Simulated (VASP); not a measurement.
# SrCl2 (I4/mmm) in VASP: a series of runs

SrCl2 is run at these levels: r2SCAN; tasks: single point.

All numbers are computed with VASP 6.6.1; they aren't measurements. Logs are shortened: lines on timing, memory, paths and dates and some standing lists are left out, and cuts for length are marked.

### Step 1. The cell of the first run

Symmetry: I4/mmm, No. 139, tetragonal system. The conventional cell has a = 5.068 Å, b = 5.068 Å, c = 6.594 Å, α = 90.00°, β = 90.00°, γ = 90.00°. Within 4.0 Å of Sr (site symmetry 4/mmm) lie 8 Cl at 3.02 Å. Within 4.0 Å of Cl (site symmetry -4m2) lie 4 Sr at 3.02 Å and 6 Cl at 3.30 to 3.58 Å.

### Step 2. Single point, r2SCAN

POSCAR

```
SrCl2
1.0
    0.0000000000      3.5837343655      3.2970356162
    3.5837343655      0.0000000000      3.2970356162
    3.5837343655      3.5837343655      0.0000000000
Sr Cl
1 2
Direct
    0.0000000000      0.0000000000      0.0000000000
    0.2500000000      0.2500000000      0.2500000000
    0.7500000000      0.7500000000      0.7500000000
```

INCAR.step1

```
SYSTEM = SrCl2
PREC     = Accurate       ! precision mode
ENCUT    = 520            ! plane-wave cutoff, eV
ISMEAR   = 0              ! smearing method
SIGMA    = 0.05           ! smearing width, eV
LREAL    = .FALSE.        ! projectors in reciprocal space
LASPH    = .TRUE.         ! aspherical terms in the spheres
NELM     = 60             ! most SCF steps
NBANDS   = 19             ! bands
GGA      = PE             ! functional
ALGO     = Normal         ! electronic algorithm
EDIFF    = 1E-4           ! SCF threshold, eV
LWAVE    = .TRUE.         ! write WAVECAR
LCHARG   = .FALSE.        ! write CHGCAR
```

INCAR.step2

```
SYSTEM = SrCl2
PREC     = Accurate       ! precision mode
ENCUT    = 520            ! plane-wave cutoff, eV
EDIFF    = 1E-7           ! SCF threshold, eV
ISMEAR   = 0              ! smearing method
SIGMA    = 0.05           ! smearing width, eV
LREAL    = .FALSE.        ! projectors in reciprocal space
LASPH    = .TRUE.         ! aspherical terms in the spheres
NELM     = 60             ! most SCF steps
ALGO     = Normal         ! electronic algorithm
ISIF     = 2              ! what is computed and relaxed
LWAVE    = .FALSE.        ! write WAVECAR
LCHARG   = .FALSE.        ! write CHGCAR
METAGGA  = R2SCAN         ! meta-GGA
LMIXTAU  = .TRUE.       
NBANDS   = 19             ! bands
ISTART   = 1
```

KPOINTS

```
regular mesh
0
G
  6 6 6
  0 0 0
```

Potentials or basis: VASP PAW PBE potentials, release 64 (Sr_sv, Cl).

On the command line:

```sh
> cat potpaw_PBE.64/Sr_sv/POTCAR potpaw_PBE.64/Cl/POTCAR > POTCAR
> cp INCAR.step1 INCAR
> mpirun -np 1 vasp_std > vasp.out
> cp INCAR.step2 INCAR
> mpirun -np 1 vasp_std > vasp.out
```

OUTCAR:

```text
SYSTEM = SrCl2
   PREC = Accurate
   ENCUT = 520
   EDIFF = 1E-7
   ISMEAR = 0
   LREAL = .FALSE.
   LASPH = .TRUE.
   NELM = 60
   ISIF = 2
   METAGGA = R2SCAN
   ISTART = 1

 ion  position               nearest neighbor table
   1  0.000  0.000  0.000-   3 3.02   3 3.02   3 3.02   2 3.02   3 3.02   2 3.02   2 3.02   2 3.02

   2  0.250  0.250  0.250-   1 3.02   1 3.02   1 3.02   1 3.02
   3  0.750  0.750  0.750-   1 3.02   1 3.02   1 3.02   1 3.02

  LATTYP: Found a body centered tetragonal cell.
 ALAT       =     5.0681657436
 C/A-ratio  =     1.3010764774

  Lattice vectors:

 A1 = (   0.0000000000,  -3.5837343655,  -3.2970356162)
 A2 = (   0.0000000000,   3.5837343655,  -3.2970356162)
 A3 = (   3.5837343655,   0.0000000000,   3.2970356162)

Analysis of symmetry for initial positions (statically):
=====================================================================
 Subroutine PRICEL returns:
 Original cell was already a primitive cell.

 Routine SETGRP: Setting up the symmetry group for a
 body centered tetragonal supercell.

 Subroutine GETGRP returns: Found 16 space group operations
 (whereof 16 operations were pure point group operations)
 out of a pool of 16 trial point group operations.

The static configuration has the point symmetry D_4h.

Analysis of symmetry for dynamics (positions and initial velocities):
=====================================================================
 Subroutine PRICEL returns:
 Original cell was already a primitive cell.

 Routine SETGRP: Setting up the symmetry group for a
 body centered tetragonal supercell.

 Subroutine GETGRP returns: Found 16 space group operations
 (whereof 16 operations were pure point group operations)
 out of a pool of 16 trial point group operations.

The dynamic configuration has the point symmetry D_4h.

 Subroutine INISYM returns: Found 16 space group operations
 (whereof 16 operations are pure point group operations),
 and found     1 'primitive' translations

----------------------------------------------------------------------------------------

                                     Primitive cell

  volume of cell :      84.6887

  direct lattice vectors                    reciprocal lattice vectors
     0.000000000  3.583734365  3.297035616    -0.139519269  0.139519269  0.151651380
     3.583734365  0.000000000  3.297035616     0.139519269 -0.139519269  0.151651380
     3.583734365  3.583734365  0.000000000     0.139519269  0.139519269 -0.151651380

  length of vectors
     4.869660754  4.869660754  5.068165744     0.248856171  0.248856171  0.248856171

  position of ions in fractional coordinates (direct lattice)
     0.000000000  0.000000000  0.000000000
     0.250000000  0.250000000  0.250000000
     0.750000000  0.750000000  0.750000000

  ion indices of the primitive-cell ions
   primitive index   ion index
                 1           1
                 2           2
                 3           3

----------------------------------------------------------------------------------------

 KPOINTS: regular mesh

Automatic generation of k-mesh.
 Grid dimensions read from file:
 generate k-points for:    6    6    6

 Generating k-lattice:

  Cartesian coordinates                     Fractional coordinates (reciprocal lattice)
    -0.023253212  0.023253212  0.025275230     0.166666667  0.000000000  0.000000000
     0.023253212 -0.023253212  0.025275230     0.000000000  0.166666667  0.000000000
     0.023253212  0.023253212 -0.025275230    -0.000000000 -0.000000000  0.166666667

  Length of vectors
     0.041476029  0.041476029  0.041476029

  Shift w.r.t. Gamma in fractional coordinates (k-lattice)
     0.000000000  0.000000000  0.000000000

 Subroutine IBZKPT returns following result:
 ===========================================

 Found     30 irreducible k-points:

 Following reciprocal coordinates:
            Coordinates               Weight
  0.000000  0.000000  0.000000      1.000000
  0.166667  0.000000  0.000000      8.000000
  0.333333  0.000000  0.000000      8.000000
  0.500000  0.000000  0.000000      4.000000
  0.166667  0.166667  0.000000      2.000000
  0.333333  0.166667  0.000000      8.000000
[... 16 lines left out ...]
  0.333333  0.000000  0.333333      4.000000
  0.500000  0.000000  0.333333     16.000000
 [... further k-points ...]
   k-points           NKPTS =     30   k-points in BZ     NKDIM =     30   number of bands    NBANDS=     19
   number of dos      NEDOS =    301   number of ions     NIONS =      3
   total plane-waves  NPLWV =  51840
   dimension x,y,z NGX =    36 NGY =   36 NGZ =   40
   dimension x,y,z NGXF=    72 NGYF=   72 NGZF=   80
   ions per type =               1   2
   NGX,Y,Z   is equivalent  to a cutoff of  12.29, 12.29, 13.12 a.u.
   NGXF,Y,Z  is equivalent  to a cutoff of  24.58, 24.58, 26.24 a.u.
 SYSTEM =  SrCl2
   PREC   = accura    normal or accurate (medium, high low for compatibility)
   ISTART =      1    job   : 0-new  1-cont  2-samecut
   ICHARG =      0    charge: 1-file 2-atom 10-const
   ISPIN  =      1    spin polarized calculation?
   LNONCOLLINEAR =      F non collinear calculations
   LSORBIT =      F    spin-orbit coupling
   LASPH  =      T    aspherical Exc in radial PAW
   ENCUT  =  520.0 eV  38.22 Ry    6.18 a.u.   9.05  9.05  9.42*2*pi/ulx,y,z
   NELM   =     60;   NELMIN=  2; NELMDL=  0     # of ELM steps
   EDIFF  = 0.1E-06   stopping-criterion for ELM
   LREAL  =      F    real-space projection
   EDIFFG = 0.1E-05   stopping-criterion for IOM
   NSW    =      0    number of steps for IOM
   IBRION =     -1    ionic relax: 0-MD 1-quasi-New 2-CG
   NFREE  =      0    steps in history (QN), initial steepest desc. (CG)
   ISIF   =      2    stress and relaxation
   ISYM   =      2    0-nonsym 1-usesym 2-fastsym
   POTIM  = 0.5000    time-step for ionic-motion
   TEBEG  =    0.0;   TEEND  =   0.0 temperature during run
   PSTRESS=    0.0 pullay stress
   NELECT =      24.0000    total number of electrons
   NUPDOWN=      -1.0000    fix difference up-down
   EMIN   =  10.00;   EMAX   =-10.00  energy-range for DOS
   EFERMI =   0.00;   METHOD = LEGACY
   ISMEAR =     0;   SIGMA  =   0.05  broadening in eV -4-tet -1-fermi 0-gaus
   EFERMI_NEDOS =   21; number of points for ismear=-14 and -15
   IALGO  =     38    algorithm
   IMIX   =      4    mixing-type and parameters
     AMIX     =   0.40;   BMIX     =  1.00
     AMIX_MAG =   1.60;   BMIX_MAG =  1.00
  volume/ion in A,a.u.               =      28.23       190.50
  Fermi-wavevector in a.u.,A,eV,Ry     =   1.075318  2.032056 15.732530  1.156308
  Thomas-Fermi vector in A             =   2.211171
   LORBIT       =      0    0 simple, 1 ext, 2 COOP (PROOUT), +10 PAW based schemes
   METAGGA = R2SCAN    functional components
   LHFCALC =     F    Hartree Fock is set to
   AEXX    =    0.0000 exact exchange contribution
   IVDW    =     0    specifies the selected vdW correction
   LEPSILON=     F    determine dielectric tensor
   LRPA    =     F    only Hartree local field effects (RPA)
 non-spin polarized calculation
 Gauss-broadening in eV      SIGMA  =   0.05
  energy-cutoff  :      520.00
  volume of cell :       84.69
 maximum number of plane-waves:      2328
   NGX = 19   NGY = 19   NGZ = 19

 number of electron      24.0000003 magnetization

 Free energy of the ion-electron system (eV)
  ---------------------------------------------------
  ext. energy  EPLUGINS =         0.00000000
  ---------------------------------------------------
  free energy    TOTEN  =       -35.62563195 eV

  energy without entropy =      -35.62563195  energy(sigma->0) =      -35.62563195

 E-fermi :   0.4265     XC(G=0):  -8.7783

 val. band max:        0.2247368243   @ k =   0.5000   0.5000   0.0000
 cond. band min:       5.6083751181   @ k =   0.0000   0.0000   0.0000
 fundamental gap:      5.3836382938
 Fermi energy:         0.4264806087

 k-point     1 :       0.0000    0.0000    0.0000
  band No.  band energies     occupation
      1     -34.1628      2.00000
      2     -15.5477      2.00000
      3     -15.5237      2.00000
      4     -15.5237      2.00000
      5     -14.0875      2.00000
      6     -13.1698      2.00000
[... 11 lines left out ...]
     18       9.7090      0.00000
     19       9.7285      0.00000

 k-point     2 :       0.1667    0.0000    0.0000
  band No.  band energies     occupation
      1     -34.1620      2.00000
      2     -15.6302      2.00000
      3     -15.5415      2.00000
      4     -15.5280      2.00000
      5     -13.9241      2.00000
      6     -13.2316      2.00000
[... 11 lines left out ...]
     18       9.2165      0.00000
     19      10.1972      0.00000

 k-point     3 :       0.3333    0.0000    0.0000
  band No.  band energies     occupation
      1     -34.1603      2.00000
      2     -15.7782      2.00000
      3     -15.5475      2.00000
      4     -15.5366      2.00000
      5     -13.6940      2.00000
      6     -13.2955      2.00000
[... 11 lines left out ...]
     18       9.0937      0.00000
     19       9.5608      0.00000

 k-point     4 :       0.5000    0.0000    0.0000
  band No.  band energies     occupation
      1     -34.1595      2.00000
      2     -15.8379      2.00000
      3     -15.5502      2.00000
      4     -15.5409      2.00000
      5     -13.6587      2.00000
      6     -13.2576      2.00000
[... 407 lines left out ...]
     18      10.1886      0.00000
     19      10.6877      0.00000

 k-point    23 :       0.3333    0.0000    0.3333
  band No.  band energies     occupation
      1     -34.1597      2.00000
      2     -15.8443      2.00000
      3     -15.5747      2.00000
      4     -15.5408      2.00000
      5     -13.4943      2.00000
      6     -13.3656      2.00000
[... 11 lines left out ...]
     18       8.3763      0.00000
     19      10.0771      0.00000

 k-point    24 :       0.5000    0.0000    0.3333
  band No.  band energies     occupation
      1     -34.1588      2.00000
      2     -15.8653      2.00000
      3     -15.6124      2.00000
      4     -15.5563      2.00000
      5     -13.4124      2.00000
      6     -13.3618      2.00000
[... 11 lines left out ...]
     18       9.4319      0.00000
     19      10.3894      0.00000

 [... further k-points ...]

------------------------ aborting loop because EDIFF is reached ----------------------------------------

  FORCE on cell =-STRESS in cart. coord.  units (eV):
  Direction    XX          YY          ZZ          XY          YZ          ZX
  --------------------------------------------------------------------------------------
  -------------------------------------------------------------------------------------
  Total       -0.5761127     -0.5761127      1.9862356      0.0000000      0.0000000      0.0000000
  in kB      -10.8991528    -10.8991528     37.5764798      0.0000000      0.0000000      0.0000000
  external PRESSURE =       5.2593914 kB  Pullay stress =       0.0000000 kB

 VOLUME and BASIS-vectors are now :
 -----------------------------------------------------------------------------
  energy-cutoff  :      520.00
  volume of cell :       84.69
      direct lattice vectors                 reciprocal lattice vectors
     0.000000000  3.583734365  3.297035616    -0.139519269  0.139519269  0.151651380
     3.583734365  0.000000000  3.297035616     0.139519269 -0.139519269  0.151651380
     3.583734365  3.583734365  0.000000000     0.139519269  0.139519269 -0.151651380

 POSITION                                       TOTAL-FORCE (eV/Angst)
 -----------------------------------------------------------------------------------
      0.00000      0.00000      0.00000         0.000000      0.000000      0.000000
      1.79187      1.79187      1.64852        -0.000000     -0.000000      0.000000
      5.37560      5.37560      4.94555         0.000000      0.000000     -0.000000
 -----------------------------------------------------------------------------------
    total drift:                                0.000000      0.000000      0.000000

  FREE ENERGIE OF THE ION-ELECTRON SYSTEM (eV)
  ---------------------------------------------------
  free  energy   TOTEN  =       -35.6256319458 eV

  energy  without entropy=      -35.6256319458  energy(sigma->0) =      -35.62563195
```

Wall time 2.1 min (1 thread of Intel Xeon Platinum 8488C (Sapphire Rapids), shared host); peak memory 0.25 GiB.

Results:

```yaml
Free_energy: -35.6256 eV
Pressure: 0.5 GPa
Band_gap_on_the_k_mesh: 5.38 eV (least direct gap 5.54 eV)
```

Levels at points of the mesh, in eV from the valence-band top:
| k point | band 10 | band 11 | band 12 | band 13 | band 14 | band 15 |
| --- | --- | --- | --- | --- | --- | --- |
| (0.00, 0.00, 0.00) | -0.97 | -0.97 | -0.27 | 5.38 | 5.98 | 6.73 |
| (0.50, 0.00, 0.00) | -1.76 | -1.51 | -1.43 | 6.81 | 6.94 | 7.74 |
| (0.50, 0.50, 0.00) | -0.92 | -0.92 | 0.00 | 5.54 | 7.78 | 7.80 |
| (0.50, 0.00, 0.50) | -1.10 | -0.55 | -0.31 | 5.52 | 7.15 | 7.84 |

Caveat: the PAW data sets were made with another functional, which shifts forces and pressure a little.

### Step 3. Single point, r2SCAN

This run uses another cell than the first one, of the same volume but with other edges.

POSCAR

```
SrCl2
1.0
    0.0000000000      3.3765059966      3.7141565963
    3.3765059966      0.0000000000      3.7141565963
    3.3765059966      3.3765059966      0.0000000000
Sr Cl
1 2
Direct
    0.0000000000      0.0000000000      0.0000000000
    0.2500000000      0.2500000000      0.2500000000
    0.7500000000      0.7500000000      0.7500000000
```

INCAR.step1

```
ALGO = Normal
EDIFF = 1E-4
ENCUT = 520
GGA = PE
ISMEAR = 0
LASPH = True
LCHARG = False
LREAL = False
LWAVE = True
NBANDS = 19
NELM = 100
PREC = Accurate
SIGMA = 0.05
```

INCAR.step2

```
ALGO = Normal
EDIFF = 1E-6
ENCUT = 520
ISIF = 2
ISMEAR = 0
ISTART = 1
LASPH = True
LCHARG = False
LMIXTAU = True
LREAL = False
LWAVE = False
METAGGA = R2SCAN
NBANDS = 19
NELM = 100
PREC = Accurate
SIGMA = 0.05
```

KPOINTS

```
k-points
0
Gamma
  6 6 6
```

Potentials or basis: VASP PAW PBE potentials, release 64 (Sr_sv, Cl).

On the command line:

```sh
> cat potpaw_PBE.64/Sr_sv/POTCAR potpaw_PBE.64/Cl/POTCAR > POTCAR
> cp INCAR.step1 INCAR
> mpirun -np 1 vasp_std > vasp.out
> cp INCAR.step2 INCAR
> mpirun -np 1 vasp_std > vasp.out
```

It took 2.8 min on 1 thread of Intel Xeon Platinum 8488C (Sapphire Rapids), shared host; peak memory 0.26 GiB.

Results (log left out):

```
Free energy            : -35.6082 eV
Pressure               : 0.5 GPa
Band gap on the k mesh : 5.36 eV (least direct gap 5.65 eV)
```

Stress tensor (GPa, compression positive):
```
 2.24  0.00  0.00
 0.00  2.24  0.00
 0.00  0.00 -2.95
```

Levels at points of the mesh, in eV from the valence-band top:
```csv
k point,band 9,band 10,band 11,band 12,band 13,band 14,band 15,band 16
"(0.00, 0.00, 0.00)",-2.22,-1.05,-0.33,-0.33,5.36,6.46,6.76,9.11
"(0.50, 0.00, 0.00)",-1.68,-1.60,-1.33,-1.27,6.94,7.07,7.90,7.90
"(0.50, 0.50, 0.00)",-2.17,-0.58,-0.44,-0.44,5.70,7.01,7.98,8.07
"(0.50, 0.00, 0.50)",-2.01,-1.10,-0.27,0.00,5.65,7.78,8.01,8.52
```

Caveat: the stress differs along the axes, from -3 to 2 GPa; the PAW data sets were made with another functional, which shifts forces and pressure a little. A k mesh can miss the band edges.

### Step 4. Single point, r2SCAN

This run uses another cell than the first one, of the same volume but with other edges.

POSCAR

```
SrCl2
1.0
    0.0000000000      4.0237158292      2.6154152890
    4.0237158292      0.0000000000      2.6154152890
    4.0237158292      4.0237158292      0.0000000000
Sr Cl
1 2
Direct
    0.0000000000      0.0000000000      0.0000000000
    0.2500000000      0.2500000000      0.2500000000
    0.7500000000      0.7500000000      0.7500000000
```

INCAR.step1

```
  PREC = Accurate
  ENCUT = 520
  ISMEAR = 0
  SIGMA = 0.05
  LREAL = False
  LASPH = True
  NELM = 100
  NBANDS = 19
  GGA = PE
  ALGO = Normal
  EDIFF = 1E-4
  LWAVE = True
  LCHARG = False
```

INCAR.step2

```
  PREC = Accurate
  ENCUT = 520
  EDIFF = 1E-7
  ISMEAR = 0
  SIGMA = 0.05
  LREAL = False
  LASPH = True
  NELM = 100
  ALGO = Normal
  ISIF = 2
  LWAVE = False
  LCHARG = False
  METAGGA = R2SCAN
  LMIXTAU = True
  NBANDS = 19
  ISTART = 1
```

KPOINTS

```
regular mesh
0
Gamma
  6 6 6
```

On the command line:

```sh
> cat potpaw_PBE.64/Sr_sv/POTCAR potpaw_PBE.64/Cl/POTCAR > POTCAR
> cp INCAR.step1 INCAR
> mpirun -np 1 vasp_std > vasp.out
> cp INCAR.step2 INCAR
> mpirun -np 1 vasp_std > vasp.out
```

Run time: 2.3 min. Hardware: 1 thread of Intel Xeon Platinum 8488C (Sapphire Rapids), shared host; peak memory 0.25 GiB.

The run converged. Its results:

```
Free energy            : -33.0536 eV
Pressure               : 6.4 GPa
Band gap on the k mesh : 0.34 eV (least direct gap 0.41 eV)
```

Stress tensor (GPa, compression positive):
```
-8.56  0.00  0.00
 0.00 -8.56  0.00
 0.00  0.00 36.45
```

Levels at points of the mesh, in eV from the valence-band top:
| k point | band 9 | band 10 | band 11 | band 12 | band 13 | band 14 | band 15 | band 16 |
| --- | --- | --- | --- | --- | --- | --- | --- | --- |
| (0.00, 0.00, 0.00) | -5.21 | -4.76 | -4.76 | -0.07 | 0.34 | 1.27 | 3.95 | 4.17 |
| (0.50, 0.00, 0.00) | -5.09 | -4.90 | -4.19 | -4.06 | 2.89 | 3.10 | 3.39 | 3.43 |
| (0.50, 0.50, 0.00) | -6.06 | -3.90 | -3.90 | 0.00 | 1.11 | 4.08 | 4.50 | 4.90 |
| (0.50, 0.00, 0.50) | -5.48 | -4.41 | -3.65 | -0.10 | 1.30 | 2.99 | 3.62 | 3.70 |

Caveat: the stress differs along the axes, from -9 to 36 GPa; semilocal functionals underestimate gaps, and a narrow one can read as zero; the PAW data sets were made with another functional, which shifts forces and pressure a little.

### Step 5. Overview

```csv
cell,gap on the mesh (eV),pressure (GPa)
"a = 4.870, b = 4.870, c = 5.068 Å, angles 58.6, 58.6, 62.7°, 3 atoms",5.38,0.5
"a = 5.020, b = 5.020, c = 4.775 Å, angles 61.6, 61.6, 56.8°, 3 atoms",5.36,0.5
"a = 4.799, b = 4.799, c = 5.690 Å, angles 53.6, 53.6, 72.7°, 3 atoms",0.34,6.4
```

Alike in all rows: task single point; level r2SCAN; potentials or basis VASP PAW PBE potentials, release 64 (Sr_sv, Cl); no spin polarisation; k mesh 6 × 6 × 6; cutoff (eV) 520; smearing gaussian 0.05 eV.

Caveats: the PAW data sets were made with another functional, which shifts forces and pressure a little; the stress differs along the axes, from -3 to 2 GPa (at least some runs); the stress differs along the axes, from -9 to 36 GPa (at least some runs); semilocal functionals underestimate gaps, and a narrow one can read as zero (at least some runs).

Total energies depend on the potentials used, so only differences within one code and one set of settings carry meaning.
